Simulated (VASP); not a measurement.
# Al5GaN6 (P-3m1) in VASP: a series of runs

Al5GaN6 is run at these levels: PBE; tasks: single point, relaxation of cell and atoms.

All numbers are computed with VASP 6.6.1; they aren't measurements. Logs are shortened: lines on timing, memory, paths and dates and some standing lists are left out, and cuts for length are marked.

### Step 1. The cell of the first run

Symmetry: P-3m1, No. 164, trigonal system. The conventional cell has a = 2.902 Å, b = 2.902 Å, c = 14.225 Å, α = 90.00°, β = 90.00°, γ = 120.00°. Al (site symmetry 3m) has 6 N at 2.05 Å within 2.7 Å. Within 2.7 Å of Al (site symmetry 3m) lie 6 N at 2.03 to 2.05 Å. Within 2.7 Å of Al (site symmetry -3m) lie 6 N at 2.05 Å. Ga (site symmetry -3m) has 6 N at 2.10 Å and 6 Ga at 2.90 Å and 6 Al at 2.94 Å within 3.0 Å. Within 2.7 Å of N (site symmetry 3m) lie 6 Al at 2.05 Å. N (site symmetry 3m) has 6 Al at 2.05 Å within 2.7 Å. Within 2.7 Å of N (site symmetry 3m) lie 3 Al at 2.03 Å and 3 Ga at 2.10 Å.

### Step 2. Single point, PBE

The input, INCAR:

```
PREC = Accurate
ENCUT = 520
EDIFF = 1E-6
ISMEAR = 0
SIGMA = 0.1
LREAL = False
LASPH = True
NELM = 80
ALGO = Normal
ISIF = 2
LWAVE = False
LCHARG = False
GGA = PE
NBANDS = 41
```

The input, KPOINTS:

```
Automatic mesh
0
Gamma
  6 6 1
```

The input, POSCAR:

```
Al5GaN6
1.0
    2.9016782789     -0.0000000025      0.0000000000
   -1.4508391373      2.5129271044      0.0000000000
    0.0000000000      0.0000000000     14.2254999648
Al Ga N
5 1 6
Direct
    0.3333333333      0.6666666667      0.8350074997
    0.6666666667      0.3333333333      0.6699970336
    0.3333333333      0.6666666667      0.3300029664
    0.6666666667      0.3333333333      0.1649925003
    0.0000000000      0.0000000000      0.0000000000
    0.0000000000      0.0000000000      0.5000000000
    0.6666666667      0.3333333333      0.9175102970
    0.0000000000      0.0000000000      0.7525591861
    0.3333333333      0.6666666667      0.5889522165
    0.6666666667      0.3333333333      0.4110477835
    0.0000000000      0.0000000000      0.2474408139
    0.3333333333      0.6666666667      0.0824897030
```

Potentials or basis: VASP PAW PBE potentials, release 64 (Al, Ga_d, N).

Started as:

```
$ cat potpaw_PBE.64/Al/POTCAR potpaw_PBE.64/Ga_d/POTCAR potpaw_PBE.64/N/POTCAR > POTCAR
$ mpirun -np 1 vasp_std > vasp.out
```

OUTCAR:

```text
PREC = Accurate
   ENCUT = 520
   EDIFF = 1E-6
   ISMEAR = 0
   LREAL = False
   LASPH = True
   NELM = 80
   ISIF = 2
   GGA = PE

 ion  position               nearest neighbor table
   1  0.333  0.667  0.835-   8 2.05   8 2.05   8 2.05   7 2.05   7 2.05   7 2.05   5 2.88   5 2.88
                             5 2.88   2 2.88   2 2.88   2 2.88
   2  0.667  0.333  0.670-   9 2.03   9 2.03   9 2.03   8 2.05   8 2.05   8 2.05   1 2.88   1 2.88
                             1 2.88   6 2.94   6 2.94   6 2.94
   3  0.333  0.667  0.330-  10 2.03  10 2.03  10 2.03  11 2.05  11 2.05  11 2.05   4 2.88   4 2.88
                             4 2.88   6 2.94   6 2.94   6 2.94
   4  0.667  0.333  0.165-  11 2.05  11 2.05  11 2.05  12 2.05  12 2.05  12 2.05   5 2.88   5 2.88
                             5 2.88   3 2.88   3 2.88   3 2.88
   5  0.000  0.000  0.000-   7 2.05  12 2.05   7 2.05  12 2.05   7 2.05  12 2.05   1 2.88   4 2.88
                             1 2.88   4 2.88   4 2.88   1 2.88
   6  0.000  0.000  0.500-   9 2.10  10 2.10  10 2.10   9 2.10  10 2.10   9 2.10   2 2.94   3 2.94
                             3 2.94   2 2.94   2 2.94   3 2.94
   7  0.667  0.333  0.918-   5 2.05   5 2.05   5 2.05   1 2.05   1 2.05   1 2.05
   8  0.000  0.000  0.753-   1 2.05   1 2.05   1 2.05   2 2.05   2 2.05   2 2.05
   9  0.333  0.667  0.589-   2 2.03   2 2.03   2 2.03   6 2.10   6 2.10   6 2.10
  10  0.667  0.333  0.411-   3 2.03   3 2.03   3 2.03   6 2.10   6 2.10   6 2.10
  11  0.000  0.000  0.247-   4 2.05   4 2.05   4 2.05   3 2.05   3 2.05   3 2.05
  12  0.333  0.667  0.082-   5 2.05   5 2.05   5 2.05   4 2.05   4 2.05   4 2.05

  LATTYP: Found a hexagonal cell.
 ALAT       =     2.9016782789
 C/A-ratio  =     4.9025076516

  Lattice vectors:

 A1 = (   2.9016782789,  -0.0000000025,   0.0000000000)
 A2 = (  -1.4508391373,   2.5129271044,   0.0000000000)
 A3 = (   0.0000000000,   0.0000000000,  14.2254999648)

Analysis of symmetry for initial positions (statically):
=====================================================================
 Subroutine PRICEL returns:
 Original cell was already a primitive cell.

 Routine SETGRP: Setting up the symmetry group for a
 hexagonal supercell.

 Subroutine GETGRP returns: Found 12 space group operations
 (whereof 12 operations were pure point group operations)
 out of a pool of 24 trial point group operations.

The static configuration has the point symmetry D_3d.

Analysis of symmetry for dynamics (positions and initial velocities):
=====================================================================
 Subroutine PRICEL returns:
 Original cell was already a primitive cell.

 Routine SETGRP: Setting up the symmetry group for a
 hexagonal supercell.

 Subroutine GETGRP returns: Found 12 space group operations
 (whereof 12 operations were pure point group operations)
 out of a pool of 24 trial point group operations.

The dynamic configuration has the point symmetry D_3d.

 Subroutine INISYM returns: Found 12 space group operations
 (whereof 12 operations are pure point group operations),
 and found     1 'primitive' translations

----------------------------------------------------------------------------------------

                                     Primitive cell

  volume of cell :     103.7282

  direct lattice vectors                    reciprocal lattice vectors
     2.901678279 -0.000000003  0.000000000     0.344628144  0.198971151  0.000000000
    -1.450839137  2.512927104  0.000000000     0.000000000  0.397942304  0.000000000
     0.000000000  0.000000000 14.225499965     0.000000000  0.000000000  0.070296299

  length of vectors
     2.901678279  2.901678279 14.225499965     0.397942304  0.397942304  0.070296299

  position of ions in fractional coordinates (direct lattice)
     0.333333333  0.666666667  0.835007500
     0.666666667  0.333333333  0.669997034
     0.333333333  0.666666667  0.330002966
     0.666666667  0.333333333  0.164992500
     0.000000000  0.000000000  0.000000000
     0.000000000  0.000000000  0.500000000
     0.666666667  0.333333333  0.917510297
     0.000000000  0.000000000  0.752559186
     0.333333333  0.666666667  0.588952216
     0.666666667  0.333333333  0.411047784
     0.000000000  0.000000000  0.247440814
     0.333333333  0.666666667  0.082489703

  ion indices of the primitive-cell ions
   primitive index   ion index
                 1           1
                 2           2
                 3           3
                 4           4
                 5           5
                 6           6
                 7           7
                 8           8
                 9           9
                10          10
                11          11
                12          12

----------------------------------------------------------------------------------------

 KPOINTS: Automatic mesh

Automatic generation of k-mesh.
 Grid dimensions read from file:
 generate k-points for:    6    6    1

 Generating k-lattice:

  Cartesian coordinates                     Fractional coordinates (reciprocal lattice)
     0.057438024  0.033161859  0.000000000     0.166666667  0.000000000  0.000000000
     0.000000000  0.066323717  0.000000000     0.000000000  0.166666667  0.000000000
     0.000000000  0.000000000  0.070296299     0.000000000  0.000000000  1.000000000

  Length of vectors
     0.066323717  0.066323717  0.070296299

  Shift w.r.t. Gamma in fractional coordinates (k-lattice)
     0.000000000  0.000000000  0.000000000

 Subroutine IBZKPT returns following result:
 ===========================================

 Found      7 irreducible k-points:

 Following reciprocal coordinates:
            Coordinates               Weight
  0.000000  0.000000  0.000000      1.000000
  0.166667  0.000000  0.000000      6.000000
  0.333333  0.000000  0.000000      6.000000
  0.500000  0.000000  0.000000      3.000000
  0.166667  0.166667  0.000000      6.000000
  0.333333  0.166667  0.000000     12.000000
  0.333333  0.333333  0.000000      2.000000
   k-points           NKPTS =      7   k-points in BZ     NKDIM =      7   number of bands    NBANDS=     41
   number of dos      NEDOS =    301   number of ions     NIONS =     12
   total plane-waves  NPLWV =  62208
   dimension x,y,z NGX =    24 NGY =   24 NGZ =  108
   dimension x,y,z NGXF=    48 NGYF=   48 NGZF=  216
   ions per type =               5   1   6
   NGX,Y,Z   is equivalent  to a cutoff of  13.75, 13.75, 12.62 a.u.
   NGXF,Y,Z  is equivalent  to a cutoff of  27.50, 27.50, 25.24 a.u.
 SYSTEM =  unknown system
   PREC   = accura    normal or accurate (medium, high low for compatibility)
   ISTART =      0    job   : 0-new  1-cont  2-samecut
   ICHARG =      2    charge: 1-file 2-atom 10-const
   ISPIN  =      1    spin polarized calculation?
   LNONCOLLINEAR =      F non collinear calculations
   LSORBIT =      F    spin-orbit coupling
   LASPH  =      T    aspherical Exc in radial PAW
   ENCUT  =  520.0 eV  38.22 Ry    6.18 a.u.   5.40  5.40 26.45*2*pi/ulx,y,z
   NELM   =     80;   NELMIN=  2; NELMDL= -5     # of ELM steps
   EDIFF  = 0.1E-05   stopping-criterion for ELM
   LREAL  =      F    real-space projection
   EDIFFG = 0.1E-04   stopping-criterion for IOM
   NSW    =      0    number of steps for IOM
   IBRION =     -1    ionic relax: 0-MD 1-quasi-New 2-CG
   NFREE  =      0    steps in history (QN), initial steepest desc. (CG)
   ISIF   =      2    stress and relaxation
   ISYM   =      2    0-nonsym 1-usesym 2-fastsym
   POTIM  = 0.5000    time-step for ionic-motion
   TEBEG  =    0.0;   TEEND  =   0.0 temperature during run
   PSTRESS=    0.0 pullay stress
   NELECT =      58.0000    total number of electrons
   NUPDOWN=      -1.0000    fix difference up-down
   EMIN   =  10.00;   EMAX   =-10.00  energy-range for DOS
   EFERMI =   0.00;   METHOD = LEGACY
   ISMEAR =     0;   SIGMA  =   0.10  broadening in eV -4-tet -1-fermi 0-gaus
   EFERMI_NEDOS =   21; number of points for ismear=-14 and -15
   IALGO  =     38    algorithm
   IMIX   =      4    mixing-type and parameters
     AMIX     =   0.40;   BMIX     =  1.00
     AMIX_MAG =   1.60;   BMIX_MAG =  1.00
  volume/ion in A,a.u.               =       8.64        58.33
  Fermi-wavevector in a.u.,A,eV,Ry     =   1.348710  2.548692 24.749254  1.819019
  Thomas-Fermi vector in A             =   2.476357
   LORBIT       =      0    0 simple, 1 ext, 2 COOP (PROOUT), +10 PAW based schemes
   GGA     = PE    functional components
   LHFCALC =     F    Hartree Fock is set to
   AEXX    =    0.0000 exact exchange contribution
   IVDW    =     0    specifies the selected vdW correction
   LEPSILON=     F    determine dielectric tensor
   LRPA    =     F    only Hartree local field effects (RPA)
 non-spin polarized calculation
 Gauss-broadening in eV      SIGMA  =   0.10
  energy-cutoff  :      520.00
  volume of cell :      103.73
 maximum number of plane-waves:      2825
 NGX is ok and might be reduce to    24
   NGX = 11   NGY = 11   NGZ = 53

 number of electron      57.9999991 magnetization

 Free energy of the ion-electron system (eV)
  ---------------------------------------------------
  ext. energy  EPLUGINS =         0.00000000
  ---------------------------------------------------
  free energy    TOTEN  =       -83.74619079 eV

  energy without entropy =      -83.74619079  energy(sigma->0) =      -83.74619079

 E-fermi :   9.7573     XC(G=0): -12.3291

 val. band max:        9.2469127766   @ k =   0.0000   0.0000   0.0000
 cond. band min:      12.4097450918   @ k =   0.5000   0.0000   0.0000
 fundamental gap:      3.1628323152
 Fermi energy:         9.7572812083

 k-point     1 :       0.0000    0.0000    0.0000
  band No.  band energies     occupation
      1      -8.0030      2.00000
      2      -7.4707      2.00000
      3      -7.4235      2.00000
      4      -6.0134      2.00000
      5      -5.9831      2.00000
      6      -4.8310      2.00000
[... 297 lines left out ...]
     40      19.4883      0.00000
     41      19.4892      0.00000

------------------------ aborting loop because EDIFF is reached ----------------------------------------

  FORCE on cell =-STRESS in cart. coord.  units (eV):
  Direction    XX          YY          ZZ          XY          YZ          ZX
  --------------------------------------------------------------------------------------
  -------------------------------------------------------------------------------------
  Total       -0.0171563     -0.0171563     -0.0135717      0.0000000      0.0000000     -0.0000000
  in kB       -0.2649947     -0.2649947     -0.2096267      0.0000000      0.0000000     -0.0000000
  external PRESSURE =      -0.2465387 kB  Pullay stress =       0.0000000 kB

 VOLUME and BASIS-vectors are now :
 -----------------------------------------------------------------------------
  energy-cutoff  :      520.00
  volume of cell :      103.73
      direct lattice vectors                 reciprocal lattice vectors
     2.901678279 -0.000000003  0.000000000     0.344628144  0.198971151  0.000000000
    -1.450839137  2.512927104  0.000000000     0.000000000  0.397942304  0.000000000
     0.000000000  0.000000000 14.225499965     0.000000000  0.000000000  0.070296299

 POSITION                                       TOTAL-FORCE (eV/Angst)
 -----------------------------------------------------------------------------------
      0.00000      1.67528     11.87840        -0.000000      0.000000     -0.000282
      1.45084      0.83764      9.53104         0.000000      0.000000      0.002406
      0.00000      1.67528      4.69446        -0.000000      0.000000     -0.002406
      1.45084      0.83764      2.34710        -0.000000      0.000000      0.000282
      0.00000      0.00000      0.00000         0.000000      0.000000     -0.000000
      0.00000      0.00000      7.11275         0.000000      0.000000     -0.000000
      1.45084      0.83764     13.05204         0.000000      0.000000      0.000210
      0.00000      0.00000     10.70553        -0.000000      0.000000      0.000551
      0.00000      1.67528      8.37814        -0.000000      0.000000      0.049745
      1.45084      0.83764      5.84736         0.000000     -0.000000     -0.049745
      0.00000      0.00000      3.51997         0.000000     -0.000000     -0.000551
      0.00000      1.67528      1.17346         0.000000      0.000000     -0.000210
 -----------------------------------------------------------------------------------
    total drift:                                0.000000      0.000000      0.000000

  FREE ENERGIE OF THE ION-ELECTRON SYSTEM (eV)
  ---------------------------------------------------
  free  energy   TOTEN  =       -83.7461907944 eV

  energy  without entropy=      -83.7461907944  energy(sigma->0) =      -83.74619079
```

Run time: 59 s. Hardware: 1 thread of Intel Xeon 8259CL, shared host; peak memory 0.24 GiB.

Results:

```yaml
Free_energy: -83.7462 eV
Pressure: 0.0 GPa
Largest_force: 0.050 eV/Å
Band_gap_on_the_k_mesh: 3.16 eV (least direct gap 3.88 eV)
```

Forces on the atoms (eV/Å):
```
Al   0.000  0.000  0.000
Al   0.000  0.000  0.002
Al   0.000  0.000 -0.002
Al   0.000  0.000  0.000
Al   0.000  0.000  0.000
Ga   0.000  0.000  0.000
N    0.000  0.000  0.000
N    0.000  0.000  0.001
N    0.000  0.000  0.050
N    0.000  0.000 -0.050
N    0.000  0.000 -0.001
N    0.000  0.000  0.000
```

Caveat: the k points lie up to 0.44 Å⁻¹ apart; an odd mesh through Γ misses points on the zone boundary, where band edges can lie.

### Step 3. Single point, PBE

This run uses another cell than the first one, of 13.20 Å³/atom.

The input, INCAR:

```
SYSTEM = Al5GaN6
PREC = Accurate ; ENCUT = 520
EDIFF = 1E-7 ; ISMEAR = 0
SIGMA = 0.1 ; LREAL = .FALSE.
LASPH = .TRUE. ; NELM = 60
ALGO = Normal ; ISIF = 2
LWAVE = .FALSE. ; LCHARG = .TRUE.
GGA = PE ; LELF = .TRUE.
LVHAR = .TRUE. ; NBANDS = 41
```

The input, KPOINTS:

```
Automatic mesh
0
G
  6 6 1
  0 0 0
```

The input, POSCAR:

```
Al5GaN6
1.0
    3.3419538300      0.0000000000      0.0000000000
   -1.6709769100      2.8942169100      0.0000000000
    0.0000000000      0.0000000000     16.3721632300
Al Ga N
5 1 6
Direct
    0.3333333300      0.6666666700      0.8333333300
    0.6666666700      0.3333333300      0.6666666700
    0.3333333300      0.6666666700      0.3333333300
    0.6666666700      0.3333333300      0.1666666700
    0.0000000000      0.0000000000      0.0000000000
    0.0000000000      0.0000000000      0.5000000000
    0.6666666700      0.3333333300      0.9166666700
    0.0000000000      0.0000000000      0.7500000000
    0.3333333300      0.6666666700      0.5833333300
    0.6666666700      0.3333333300      0.4166666700
    0.0000000000      0.0000000000      0.2500000000
    0.3333333300      0.6666666700      0.0833333300
```

Potentials or basis: VASP PAW PBE potentials, release 64 (Al, Ga_d, N).

Started as:

```
$ cat potpaw_PBE.64/Al/POTCAR potpaw_PBE.64/Ga_d/POTCAR potpaw_PBE.64/N/POTCAR > POTCAR
$ mpirun -np 1 vasp_std > vasp.out
```

Run time: 2.6 min. Hardware: 1 thread of Intel Xeon 8259CL, shared host; peak memory 0.32 GiB.

Results (log left out):

| Quantity | Value |
| --- | --- |
| Free energy | -73.2362 eV |
| Pressure | -41.9 GPa |
| Largest force | 0.665 eV/Å |
| Band gap on the k mesh | 0.19 eV (least direct gap 0.21 eV) |

Forces in eV/Å, atoms in the order of the input:
```
Al   0.000  0.000 -0.005
Al   0.000  0.000  0.059
Al   0.000  0.000 -0.059
Al   0.000  0.000  0.005
Al   0.000  0.000  0.000
Ga   0.000  0.000  0.000
N    0.000  0.000  0.001
N    0.000  0.000  0.019
N    0.000  0.000  0.665
N    0.000  0.000 -0.665
N    0.000  0.000 -0.019
N    0.000  0.000 -0.001
```

Levels at points of the mesh, in eV from the valence-band top:
```tsv
k point	band 27	band 28	band 29	band 30	band 31	band 32
(0.00, 0.00, 0.00)	-0.02	-0.02	-0.02	0.19	2.19	2.34
(0.50, 0.00, 0.00)	-0.76	-0.36	-0.34	0.47	1.94	2.32
```

Caveat: the cell stands under tension; an odd mesh through Γ misses points on the zone boundary, where band edges can lie.

(Continued in part 2 of 2.)
